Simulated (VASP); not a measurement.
# InAs (F-43m) in VASP: a series of runs

Aim: see how the results for InAs move with the level of theory and the settings. Levels: PBE, LDA. Tasks: single point.

Everything below comes from runs of VASP 6.6.1. Logs are shortened: lines on timing, memory, paths and dates and some standing lists are left out, and cuts for length are marked.

### Step 1. The cell of the first run

The structure is cubic, space group F-43m (No. 216). The conventional cell has a = 6.058 Å, b = 6.058 Å, c = 6.058 Å, α = 90.00°, β = 90.00°, γ = 90.00°. In (site symmetry -43m) has 4 As at 2.62 Å within 3.5 Å. Within 3.5 Å of As (site symmetry -43m) lie 4 In at 2.62 Å.

### Step 2. Single point, PBE

Contents of INCAR:

```
SYSTEM = InAs
ALGO = Normal
EDIFF = 1E-6
ENCUT = 500
GGA = PE
GGA_COMPAT = .False.
ISIF = 2
ISMEAR = 0
LASPH = .True.
LCHARG = .False.
LREAL = .False.
LWAVE = .False.
NBANDS = 16
NELM = 120
PREC = Accurate
SIGMA = 0.01
```

Contents of KPOINTS:

```
k-points
0
Gamma
  8 8 8
  0 0 0
```

Contents of POSCAR:

```
InAs
1.0
    0.0000000000      3.0290000000      3.0290000000
    3.0290000000      0.0000000000      3.0290000000
    3.0290000000      3.0290000000      0.0000000000
In As
1 1
Direct
    0.0000000000      0.0000000000      0.0000000000
    0.2500000000      0.2500000000      0.2500000000
```

Potentials or basis: VASP PAW PBE potentials, release 64 (In_d, As).

On the command line:

```console
$ cat potpaw_PBE.64/In_d/POTCAR potpaw_PBE.64/As/POTCAR > POTCAR
$ mpirun -np 1 vasp_std > vasp.out
```

OUTCAR:

```text
SYSTEM = InAs
   EDIFF = 1E-6
   ENCUT = 500
   GGA = PE
   ISIF = 2
   ISMEAR = 0
   LASPH = .True.
   LREAL = .False.
   NELM = 120
   PREC = Accurate

 ion  position               nearest neighbor table
   1  0.000  0.000  0.000-   2 2.62   2 2.62   2 2.62   2 2.62
   2  0.250  0.250  0.250-   1 2.62   1 2.62   1 2.62   1 2.62

  LATTYP: Found a face centered cubic cell.
 ALAT       =     6.0580000000

  Lattice vectors:

 A1 = (   0.0000000000,   3.0290000000,   3.0290000000)
 A2 = (   3.0290000000,   0.0000000000,   3.0290000000)
 A3 = (   3.0290000000,   3.0290000000,   0.0000000000)

Analysis of symmetry for initial positions (statically):
=====================================================================
 Subroutine PRICEL returns:
 Original cell was already a primitive cell.

 Routine SETGRP: Setting up the symmetry group for a
 face centered cubic supercell.

 Subroutine GETGRP returns: Found 24 space group operations
 (whereof 24 operations were pure point group operations)
 out of a pool of 48 trial point group operations.

The static configuration has the point symmetry T_d .

Analysis of symmetry for dynamics (positions and initial velocities):
=====================================================================
 Subroutine PRICEL returns:
 Original cell was already a primitive cell.

 Routine SETGRP: Setting up the symmetry group for a
 face centered cubic supercell.

 Subroutine GETGRP returns: Found 24 space group operations
 (whereof 24 operations were pure point group operations)
 out of a pool of 48 trial point group operations.

The dynamic configuration has the point symmetry T_d .

 Subroutine INISYM returns: Found 24 space group operations
 (whereof 24 operations are pure point group operations),
 and found     1 'primitive' translations

----------------------------------------------------------------------------------------

                                     Primitive cell

  volume of cell :      55.5812

  direct lattice vectors                    reciprocal lattice vectors
     0.000000000  3.029000000  3.029000000    -0.165070981  0.165070981  0.165070981
     3.029000000  0.000000000  3.029000000     0.165070981 -0.165070981  0.165070981
     3.029000000  3.029000000  0.000000000     0.165070981  0.165070981 -0.165070981

  length of vectors
     4.283652880  4.283652880  4.283652880     0.285911325  0.285911325  0.285911325

  position of ions in fractional coordinates (direct lattice)
     0.000000000  0.000000000  0.000000000
     0.250000000  0.250000000  0.250000000

  ion indices of the primitive-cell ions
   primitive index   ion index
                 1           1
                 2           2

----------------------------------------------------------------------------------------

 KPOINTS: k-points

Automatic generation of k-mesh.
 Grid dimensions read from file:
 generate k-points for:    8    8    8

 Generating k-lattice:

  Cartesian coordinates                     Fractional coordinates (reciprocal lattice)
    -0.020633873  0.020633873  0.020633873     0.125000000  0.000000000  0.000000000
     0.020633873 -0.020633873  0.020633873     0.000000000  0.125000000  0.000000000
     0.020633873  0.020633873 -0.020633873     0.000000000  0.000000000  0.125000000

  Length of vectors
     0.035738916  0.035738916  0.035738916

  Shift w.r.t. Gamma in fractional coordinates (k-lattice)
     0.000000000  0.000000000  0.000000000

 Subroutine IBZKPT returns following result:
 ===========================================

 Found     29 irreducible k-points:

 Following reciprocal coordinates:
            Coordinates               Weight
  0.000000  0.000000  0.000000      1.000000
  0.125000  0.000000  0.000000      8.000000
  0.250000  0.000000  0.000000      8.000000
  0.375000  0.000000  0.000000      8.000000
  0.500000  0.000000  0.000000      4.000000
  0.125000  0.125000  0.000000      6.000000
[... 16 lines left out ...]
  0.500000  0.250000  0.125000     48.000000
 -0.375000  0.250000  0.125000     24.000000
 [... further k-points ...]
   k-points           NKPTS =     29   k-points in BZ     NKDIM =     29   number of bands    NBANDS=     16
   number of dos      NEDOS =    301   number of ions     NIONS =      2
   total plane-waves  NPLWV =  32768
   dimension x,y,z NGX =    32 NGY =   32 NGZ =   32
   dimension x,y,z NGXF=    64 NGYF=   64 NGZF=   64
   ions per type =               1   1
   NGX,Y,Z   is equivalent  to a cutoff of  12.42, 12.42, 12.42 a.u.
   NGXF,Y,Z  is equivalent  to a cutoff of  24.84, 24.84, 24.84 a.u.
 SYSTEM =  InAs
   PREC   = accura    normal or accurate (medium, high low for compatibility)
   ISTART =      0    job   : 0-new  1-cont  2-samecut
   ICHARG =      2    charge: 1-file 2-atom 10-const
   ISPIN  =      1    spin polarized calculation?
   LNONCOLLINEAR =      F non collinear calculations
   LSORBIT =      F    spin-orbit coupling
   LASPH  =      T    aspherical Exc in radial PAW
   ENCUT  =  500.0 eV  36.75 Ry    6.06 a.u.   7.81  7.81  7.81*2*pi/ulx,y,z
   NELM   =    120;   NELMIN=  2; NELMDL= -5     # of ELM steps
   EDIFF  = 0.1E-05   stopping-criterion for ELM
   LREAL  =      F    real-space projection
   EDIFFG = 0.1E-04   stopping-criterion for IOM
   NSW    =      0    number of steps for IOM
   IBRION =     -1    ionic relax: 0-MD 1-quasi-New 2-CG
   NFREE  =      0    steps in history (QN), initial steepest desc. (CG)
   ISIF   =      2    stress and relaxation
   ISYM   =      2    0-nonsym 1-usesym 2-fastsym
   POTIM  = 0.5000    time-step for ionic-motion
   TEBEG  =    0.0;   TEEND  =   0.0 temperature during run
   PSTRESS=    0.0 pullay stress
   NELECT =      18.0000    total number of electrons
   NUPDOWN=      -1.0000    fix difference up-down
   EMIN   =  10.00;   EMAX   =-10.00  energy-range for DOS
   EFERMI =   0.00;   METHOD = LEGACY
   ISMEAR =     0;   SIGMA  =   0.01  broadening in eV -4-tet -1-fermi 0-gaus
   EFERMI_NEDOS =   21; number of points for ismear=-14 and -15
   IALGO  =     38    algorithm
   IMIX   =      4    mixing-type and parameters
     AMIX     =   0.40;   BMIX     =  1.00
     AMIX_MAG =   1.60;   BMIX_MAG =  1.00
  volume/ion in A,a.u.               =      27.79       187.54
  Fermi-wavevector in a.u.,A,eV,Ry     =   1.124233  2.124493 17.196406  1.263900
  Thomas-Fermi vector in A             =   2.260904
   LORBIT       =      0    0 simple, 1 ext, 2 COOP (PROOUT), +10 PAW based schemes
   GGA     = PE    functional components
   LHFCALC =     F    Hartree Fock is set to
   AEXX    =    0.0000 exact exchange contribution
   IVDW    =     0    specifies the selected vdW correction
   LEPSILON=     F    determine dielectric tensor
   LRPA    =     F    only Hartree local field effects (RPA)
 non-spin polarized calculation
 Gauss-broadening in eV      SIGMA  =   0.01
  energy-cutoff  :      500.00
  volume of cell :       55.58
 maximum number of plane-waves:      1424
   NGX = 15   NGY = 15   NGZ = 15

 number of electron      17.9999990 magnetization

 Free energy of the ion-electron system (eV)
  ---------------------------------------------------
  ext. energy  EPLUGINS =         0.00000000
  ---------------------------------------------------
  free energy    TOTEN  =        -7.67643878 eV

  energy without entropy =       -7.67640865  energy(sigma->0) =       -7.67642371

 E-fermi :   4.4562     XC(G=0):  -9.0690

 val. band max:        4.4531342028   @ k =   0.0000   0.0000   0.0000
 cond. band min:       5.3980238742   @ k =   0.5000   0.0000   0.0000
 fundamental gap:      0.9448896713
 Fermi energy:         4.4561797644

 k-point     1 :       0.0000    0.0000    0.0000
  band No.  band energies     occupation
      1      -9.9280      2.00000
      2      -9.9280      2.00000
      3      -9.9280      2.00000
      4      -9.8045      2.00000
      5      -9.8045      2.00000
      6      -7.3729      2.00000
[... 8 lines left out ...]
     15      14.1200      0.00000
     16      14.1200      0.00000

 k-point     2 :       0.1250    0.0000    0.0000
  band No.  band energies     occupation
      1      -9.9476      2.00000
      2      -9.9223      2.00000
      3      -9.9223      2.00000
      4      -9.8046      2.00000
      5      -9.8046      2.00000
      6      -7.2131      2.00000
[... 8 lines left out ...]
     15      13.2497      0.00000
     16      13.2497      0.00000

 k-point     3 :       0.2500    0.0000    0.0000
  band No.  band energies     occupation
      1      -9.9917      2.00000
      2      -9.9099      2.00000
      3      -9.9099      2.00000
      4      -9.8033      2.00000
      5      -9.8033      2.00000
      6      -6.7754      2.00000
[... 8 lines left out ...]
     15      13.0077      0.00000
     16      13.0077      0.00000

 k-point     4 :       0.3750    0.0000    0.0000
  band No.  band energies     occupation
      1     -10.0324      2.00000
      2      -9.9002      2.00000
      3      -9.9002      2.00000
      4      -9.7992      2.00000
      5      -9.7992      2.00000
      6      -6.2169      2.00000
[... 8 lines left out ...]
     15      13.9452      0.00000
     16      13.9452      0.00000
[... 324 lines left out ...]
 k-point    22 :       0.3750    0.2500    0.1250
  band No.  band energies     occupation
      1     -10.0285      2.00000
      2      -9.8948      2.00000
      3      -9.8903      2.00000
      4      -9.8160      2.00000
      5      -9.7951      2.00000
      6      -6.4173      2.00000
[... 8 lines left out ...]
     15      14.5696      0.00000
     16      15.2328      0.00000

 k-point    23 :       0.5000    0.2500    0.1250
  band No.  band energies     occupation
      1     -10.0547      2.00000
      2      -9.8895      2.00000
      3      -9.8794      2.00000
      4      -9.8135      2.00000
      5      -9.7952      2.00000
      6      -5.9168      2.00000
[... 8 lines left out ...]
     15      14.7401      0.00000
     16      15.5574      0.00000

 k-point    24 :      -0.3750    0.2500    0.1250
  band No.  band energies     occupation
      1     -10.0645      2.00000
      2      -9.8886      2.00000
      3      -9.8754      2.00000
      4      -9.8094      2.00000
      5      -9.7971      2.00000
      6      -5.6569      2.00000
[... 8 lines left out ...]
     15      14.8506      0.00000
     16      15.5564      0.00000

 [... further k-points ...]
[... 5 lines left out ...]
  --------------------------------------------------------------------------------------
  -------------------------------------------------------------------------------------
  Total        1.2595943      1.2595943      1.2595943      0.0000000     -0.0000000     -0.0000000
  in kB       36.3089310     36.3089310     36.3089310      0.0000000     -0.0000000     -0.0000000
  external PRESSURE =      36.3089310 kB  Pullay stress =       0.0000000 kB

 VOLUME and BASIS-vectors are now :
 -----------------------------------------------------------------------------
  energy-cutoff  :      500.00
  volume of cell :       55.58
      direct lattice vectors                 reciprocal lattice vectors
     0.000000000  3.029000000  3.029000000    -0.165070981  0.165070981  0.165070981
     3.029000000  0.000000000  3.029000000     0.165070981 -0.165070981  0.165070981
     3.029000000  3.029000000  0.000000000     0.165070981  0.165070981 -0.165070981

 POSITION                                       TOTAL-FORCE (eV/Angst)
 -----------------------------------------------------------------------------------
      0.00000      0.00000      0.00000        -0.000000     -0.000000     -0.000000
      1.51450      1.51450      1.51450         0.000000      0.000000      0.000000
 -----------------------------------------------------------------------------------
    total drift:                               -0.000000     -0.000000     -0.000000

  FREE ENERGIE OF THE ION-ELECTRON SYSTEM (eV)
  ---------------------------------------------------
  free  energy   TOTEN  =        -7.6764387766 eV

  energy  without entropy=       -7.6764086473  energy(sigma->0) =       -7.67642371
```

It took 27 s on 1 thread of Intel Xeon 8259CL, shared host; peak memory 0.18 GiB.

What came out:

```
Free energy            : -7.6764 eV
Pressure               : 3.6 GPa
Band gap on the k mesh : zero (filled and empty bands touch)
```

Levels at points of the mesh, in eV from the Fermi level:
```tsv
k point	band 5	band 6	band 7	band 8	band 9	band 10	band 11	band 12	band 13	band 14
(0.00, 0.00, 0.00)	-14.26	-11.83	-0.23	0.00	0.00	0.00	3.90	3.90	3.90	7.49
(0.50, 0.00, 0.00)	-14.25	-10.38	-5.74	-0.98	-0.98	0.94	4.67	4.67	6.85	9.01
(0.50, 0.50, 0.00)	-14.24	-9.84	-5.82	-2.31	-2.31	1.55	2.06	9.15	9.23	9.23
```

Caveat: the cell stands under pressure; semilocal functionals underestimate gaps, so a narrow gap can read as zero; spin-orbit coupling is left out, which moves the levels of the heavy elements.

### Step 3. Single point, LDA

Contents of INCAR:

```
SYSTEM = InAs
PREC = Accurate ; ENCUT = 500
EDIFF = 1E-6 ; ISMEAR = 0
SIGMA = 0.01 ; LREAL = .False.
LASPH = .True. ; NELM = 120
ALGO = Normal ; ISIF = 2
LWAVE = .False. ; LCHARG = .False.
NBANDS = 16 ; GGA_COMPAT = .False.
```

Contents of KPOINTS:

```
regular mesh
0
Gamma
  8 8 8
  0 0 0
```

POSCAR is that of step 2.

Potentials or basis: VASP PAW LDA potentials, release 64 (In_d, As).

On the command line:

```console
$ cat potpaw_LDA.64/In_d/POTCAR potpaw_LDA.64/As/POTCAR > POTCAR
$ mpirun -np 1 vasp_std > vasp.out
```

Run time: 29 s. Hardware: 1 thread of Intel Xeon 8259CL, shared host; peak memory 0.16 GiB.

Results (log left out):

- Free energy: -9.0242 eV
- Pressure: -0.8 GPa
- Band gap on the k mesh: zero (filled and empty bands touch)

Levels at points of the mesh, in eV from the Fermi level:
| k point | band 7 | band 8 | band 9 | band 10 | band 11 | band 12 |
| --- | --- | --- | --- | --- | --- | --- |
| (0.00, 0.00, 0.00) | -0.43 | 0.00 | 0.00 | 0.00 | 3.82 | 3.82 |
| (0.50, 0.00, 0.00) | -5.81 | -1.00 | -1.00 | 0.79 | 4.60 | 4.60 |
| (0.50, 0.50, 0.00) | -5.90 | -2.33 | -2.33 | 1.42 | 1.95 | 8.96 |

Caveat: semilocal functionals underestimate gaps, so a narrow gap can read as zero; spin-orbit coupling is left out, which moves the levels of the heavy elements.
